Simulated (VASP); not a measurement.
# Pd (P6/mmm) in VASP: single point with PBE

Aim: the single point of Pd with PBE.

Program: VASP 6.6.1. These are calculated values, not measurements. Logs are shortened: lines on timing, memory, paths and dates and some standing lists are left out, and cuts for length are marked.

## Step 1: The cell of the first run

It takes space group P6/mmm (No. 191, hexagonal). The conventional cell has a = 4.506 Å, b = 4.506 Å, c = 2.673 Å, α = 90.00°, β = 90.00°, γ = 120.00°. Within 3.5 Å of Pd (site symmetry 6/mmm) lie 14 Pd at 2.67 to 2.92 Å. Within 3.4 Å of Pd (site symmetry -6m2) lie 11 Pd at 2.60 to 2.92 Å.

## Step 2: Single point, PBE, collinear spin, ferromagnetic start

Input file INCAR:

```
SYSTEM = Pd
ALGO = Normal
EDIFF = 1E-6
ENCUT = 520
GGA = PE
ISIF = 2
ISMEAR = -1
ISPIN = 2
LASPH = .True.
LCHARG = .False.
LMAXMIX = 4
LORBIT = 11
LREAL = .False.
LWAVE = .False.
MAGMOM = 0.5 0.5 0.5
NBANDS = 26
NELM = 150
PREC = Accurate
SIGMA = 0.05
```

Input file KPOINTS:

```
k-points
0
Gamma
  11 11 15
  0 0 0
```

Input file POSCAR:

```
Pd
1.0
    4.5062261304      0.0000000000      0.0000000000
   -2.2531130652      3.9025063041      0.0000000000
    0.0000000000      0.0000000000      2.6731704414
Pd
3
Direct
    0.0000000000      1.0000000000      1.0000000000
    0.3333333333      0.6666666667      0.5000000000
    0.6666666667      0.3333333333      0.5000000000
```

Potentials or basis: VASP PAW PBE potentials, release 64 (Pd).

Launch:

```bash
$ cat potpaw_PBE.64/Pd/POTCAR > POTCAR
$ mpirun -np 1 vasp_std > vasp.out
```

OUTCAR:

```text
SYSTEM = Pd
   EDIFF = 1E-6
   ENCUT = 520
   GGA = PE
   ISIF = 2
   ISMEAR = -1
   ISPIN = 2
   LASPH = .True.
   LORBIT = 11
   LREAL = .False.
   NELM = 150
   PREC = Accurate

 ion  position               nearest neighbor table
   1  0.000  0.000  0.000-   2 2.92   3 2.92   2 2.92   3 2.92   2 2.92   2 2.92   3 2.92   3 2.92
                             3 2.92   3 2.92   2 2.92   2 2.92
   2  0.333  0.667  0.500-   3 2.60   3 2.60   3 2.60   1 2.92   1 2.92   1 2.92   1 2.92   1 2.92
                             1 2.92
   3  0.667  0.333  0.500-   2 2.60   2 2.60   2 2.60   1 2.92   1 2.92   1 2.92   1 2.92   1 2.92
                             1 2.92

  LATTYP: Found a hexagonal cell.
 ALAT       =     4.5062261304
 C/A-ratio  =     0.5932171098

  Lattice vectors:

 A1 = (   4.5062261304,   0.0000000000,   0.0000000000)
 A2 = (  -2.2531130652,   3.9025063041,   0.0000000000)
 A3 = (   0.0000000000,   0.0000000000,   2.6731704414)

Analysis of symmetry for initial positions (statically):
=====================================================================
 Subroutine PRICEL returns:
 Original cell was already a primitive cell.

 Routine SETGRP: Setting up the symmetry group for a
 hexagonal supercell.

 Subroutine GETGRP returns: Found 24 space group operations
 (whereof 24 operations were pure point group operations)
 out of a pool of 24 trial point group operations.

The static configuration has the point symmetry D_6h.

Analysis of symmetry for dynamics (positions and initial velocities):
=====================================================================
 Subroutine PRICEL returns:
 Original cell was already a primitive cell.

 Routine SETGRP: Setting up the symmetry group for a
 hexagonal supercell.

 Subroutine GETGRP returns: Found 24 space group operations
 (whereof 24 operations were pure point group operations)
 out of a pool of 24 trial point group operations.

The dynamic configuration has the point symmetry D_6h.

Analysis of structural, dynamic, and magnetic symmetry:
=====================================================================
 Subroutine PRICEL returns:
 Original cell was already a primitive cell.

 Routine SETGRP: Setting up the symmetry group for a
 hexagonal supercell.

 Subroutine GETGRP returns: Found 24 space group operations
 (whereof 24 operations were pure point group operations)
 out of a pool of 24 trial point group operations.

The overall configuration has the point symmetry D_6h.

 Subroutine INISYM returns: Found 24 space group operations
 (whereof 24 operations are pure point group operations),
 and found     1 'primitive' translations

----------------------------------------------------------------------------------------

                                     Primitive cell

  volume of cell :      47.0092

  direct lattice vectors                    reciprocal lattice vectors
     4.506226130  0.000000000  0.000000000     0.221915184  0.128122791  0.000000000
    -2.253113065  3.902506304  0.000000000     0.000000000  0.256245582  0.000000000
     0.000000000  0.000000000  2.673170441     0.000000000  0.000000000  0.374087632

  length of vectors
     4.506226130  4.506226130  2.673170441     0.256245582  0.256245582  0.374087632

  position of ions in fractional coordinates (direct lattice)
     0.000000000  0.000000000  0.000000000
     0.333333333  0.666666667  0.500000000
     0.666666667  0.333333333  0.500000000

  ion indices of the primitive-cell ions
   primitive index   ion index
                 1           1
                 2           2
                 3           3

----------------------------------------------------------------------------------------

 KPOINTS: k-points

Automatic generation of k-mesh.
 Grid dimensions read from file:
 generate k-points for:   11   11   15

 Generating k-lattice:

  Cartesian coordinates                     Fractional coordinates (reciprocal lattice)
     0.020174108  0.011647526  0.000000000     0.090909091  0.000000000  0.000000000
     0.000000000  0.023295053  0.000000000     0.000000000  0.090909091  0.000000000
     0.000000000  0.000000000  0.024939175     0.000000000  0.000000000  0.066666667

  Length of vectors
     0.023295053  0.023295053  0.024939175

  Shift w.r.t. Gamma in fractional coordinates (k-lattice)
     0.000000000  0.000000000  0.000000000

 Subroutine IBZKPT returns following result:
 ===========================================

 Found    128 irreducible k-points:

 Following reciprocal coordinates:
            Coordinates               Weight
  0.000000  0.000000  0.000000      1.000000
  0.090909  0.000000  0.000000      6.000000
  0.181818  0.000000  0.000000      6.000000
  0.272727  0.000000  0.000000      6.000000
  0.363636  0.000000  0.000000      6.000000
  0.454545  0.000000  0.000000      6.000000
[... 16 lines left out ...]
  0.090909  0.090909  0.066667     12.000000
  0.181818  0.090909  0.066667     24.000000
 [... further k-points ...]
   k-points           NKPTS =    128   k-points in BZ     NKDIM =    128   number of bands    NBANDS=     26
   number of dos      NEDOS =    301   number of ions     NIONS =      3
   total plane-waves  NPLWV =  25920
   dimension x,y,z NGX =    36 NGY =   36 NGZ =   20
   dimension x,y,z NGXF=    72 NGYF=   72 NGZF=   40
   ions per type =               3
   NGX,Y,Z   is equivalent  to a cutoff of  13.28, 13.28, 12.44 a.u.
   NGXF,Y,Z  is equivalent  to a cutoff of  26.56, 26.56, 24.88 a.u.
 SYSTEM =  Pd
   PREC   = accura    normal or accurate (medium, high low for compatibility)
   ISTART =      0    job   : 0-new  1-cont  2-samecut
   ICHARG =      2    charge: 1-file 2-atom 10-const
   ISPIN  =      2    spin polarized calculation?
   LNONCOLLINEAR =      F non collinear calculations
   LSORBIT =      F    spin-orbit coupling
   LASPH  =      T    aspherical Exc in radial PAW
   ENCUT  =  520.0 eV  38.22 Ry    6.18 a.u.   8.38  8.38  4.97*2*pi/ulx,y,z
   NELM   =    150;   NELMIN=  2; NELMDL= -5     # of ELM steps
   EDIFF  = 0.1E-05   stopping-criterion for ELM
   LREAL  =      F    real-space projection
   EDIFFG = 0.1E-04   stopping-criterion for IOM
   NSW    =      0    number of steps for IOM
   IBRION =     -1    ionic relax: 0-MD 1-quasi-New 2-CG
   NFREE  =      0    steps in history (QN), initial steepest desc. (CG)
   ISIF   =      2    stress and relaxation
   ISYM   =      2    0-nonsym 1-usesym 2-fastsym
   POTIM  = 0.5000    time-step for ionic-motion
   TEBEG  =    0.0;   TEEND  =   0.0 temperature during run
   PSTRESS=    0.0 pullay stress
   NELECT =      30.0000    total number of electrons
   NUPDOWN=      -1.0000    fix difference up-down
   EMIN   =  10.00;   EMAX   =-10.00  energy-range for DOS
   EFERMI =   0.00;   METHOD = LEGACY
   ISMEAR =    -1;   SIGMA  =   0.05  broadening in eV -4-tet -1-fermi 0-gaus
   EFERMI_NEDOS =   21; number of points for ismear=-14 and -15
   IALGO  =     38    algorithm
   IMIX   =      4    mixing-type and parameters
     AMIX     =   0.40;   BMIX     =  1.00
     AMIX_MAG =   1.60;   BMIX_MAG =  1.00
  volume/ion in A,a.u.               =      15.67       105.74
  Fermi-wavevector in a.u.,A,eV,Ry     =   1.409465  2.663502 27.029203  1.986590
  Thomas-Fermi vector in A             =   2.531518
   LORBIT       =     11    0 simple, 1 ext, 2 COOP (PROOUT), +10 PAW based schemes
   GGA     = PE    functional components
   LHFCALC =     F    Hartree Fock is set to
   AEXX    =    0.0000 exact exchange contribution
   IVDW    =     0    specifies the selected vdW correction
   LEPSILON=     F    determine dielectric tensor
   LRPA    =     F    only Hartree local field effects (RPA)
 spin polarized calculation
  energy-cutoff  :      520.00
  volume of cell :       47.01
 maximum number of plane-waves:      1284
 NGX is ok and might be reduce to    36
   NGX = 17   NGY = 17   NGZ =  9

 number of electron      29.9999986 magnetization       0.0024341

 Free energy of the ion-electron system (eV)
  ---------------------------------------------------
  ext. energy  EPLUGINS =         0.00000000
  ---------------------------------------------------
  free energy    TOTEN  =       -15.35751240 eV

  energy without entropy =      -15.30185419  energy(sigma->0) =      -15.32968330

 E-fermi :   8.8042     XC(G=0): -12.7967

 val. band max:        8.8035511372   @ k =   0.1818   0.0909   0.0667
 cond. band min:       8.8041896391   @ k =   0.1818   0.0909   0.0667
 fundamental gap:      0.0006385020
 Fermi energy:         8.8041677084

 spin component 1

 k-point     1 :       0.0000    0.0000    0.0000
  band No.  band energies     occupation
      1       2.1286      1.00000
      2       4.0197      1.00000
      3       5.4042      1.00000
      4       5.8031      1.00000
      5       5.8240      1.00000
      6       5.8240      1.00000
[... 18 lines left out ...]
     25      29.0093      0.00000
     26      29.0093      0.00000
[... 644 lines left out ...]
      4       5.0094      1.00000
      5       5.3939      1.00000
      6       5.8040      1.00000
[... 18 lines left out ...]
     25      27.5344      0.00000
     26      28.5224      0.00000

 [... further k-points ...]

 spin component 2

 k-point     1 :       0.0000    0.0000    0.0000
  band No.  band energies     occupation
      1       2.1286      1.00000
      2       4.0201      1.00000
      3       5.4046      1.00000
      4       5.8037      1.00000
      5       5.8245      1.00000
      6       5.8245      1.00000
[... 18 lines left out ...]
     25      29.0093      0.00000
     26      29.0093      0.00000
[... 644 lines left out ...]
      4       5.0099      1.00000
      5       5.3943      1.00000
      6       5.8046      1.00000
[... 18 lines left out ...]
     25      27.5344      0.00000
     26      28.5224      0.00000

 [... further k-points ...]
[... 5 lines left out ...]
  --------------------------------------------------------------------------------------
  -------------------------------------------------------------------------------------
  Total       -0.0928776     -0.0928776     -0.0519449      0.0000000      0.0000000     -0.0000000
  in kB       -3.1654693     -3.1654693     -1.7703965      0.0000000      0.0000000     -0.0000000
  external PRESSURE =      -2.7004450 kB  Pullay stress =       0.0000000 kB

 VOLUME and BASIS-vectors are now :
 -----------------------------------------------------------------------------
  energy-cutoff  :      520.00
  volume of cell :       47.01
      direct lattice vectors                 reciprocal lattice vectors
     4.506226130  0.000000000  0.000000000     0.221915184  0.128122791  0.000000000
    -2.253113065  3.902506304  0.000000000     0.000000000  0.256245582  0.000000000
     0.000000000  0.000000000  2.673170441     0.000000000  0.000000000  0.374087632

 POSITION                                       TOTAL-FORCE (eV/Angst)
 -----------------------------------------------------------------------------------
      0.00000      0.00000      0.00000        -0.000000      0.000000      0.000000
     -0.00000      2.60167      1.33659        -0.000000     -0.000000      0.000000
      2.25311      1.30084      1.33659         0.000000      0.000000      0.000000
 -----------------------------------------------------------------------------------
    total drift:                                0.000000      0.000000     -0.000000

  FREE ENERGIE OF THE ION-ELECTRON SYSTEM (eV)
  ---------------------------------------------------
  free  energy   TOTEN  =       -15.3575124010 eV

  energy  without entropy=      -15.3018541908  energy(sigma->0) =      -15.32968330

 total charge

# of ion       s       p       d       tot
------------------------------------------
    1        0.439   0.390   8.469   9.298
    2        0.479   0.432   8.470   9.380
    3        0.479   0.432   8.470   9.380
--------------------------------------------------
tot          1.397   1.253  25.409  28.059

 magnetization (x)

# of ion       s       p       d       tot
------------------------------------------
    1        0.000  -0.000   0.001   0.001
    2        0.000   0.000   0.001   0.001
    3        0.000   0.000   0.001   0.001
--------------------------------------------------
tot          0.000   0.000   0.002   0.002
```

Run time: 3.5 min. Hardware: 1 thread of Intel Xeon Platinum 8488C (Sapphire Rapids), shared host; peak memory 0.33 GiB.

Results:

```
Free energy                                           : -15.3575 eV
Pressure                                              : -0.3 GPa
Band gap on the k mesh                                : zero (filled and empty bands overlap)
Net moment                                            : 0.00 μB per cell
Valence electrons inside the program's atomic spheres : Pd 9.30, 9.38
```
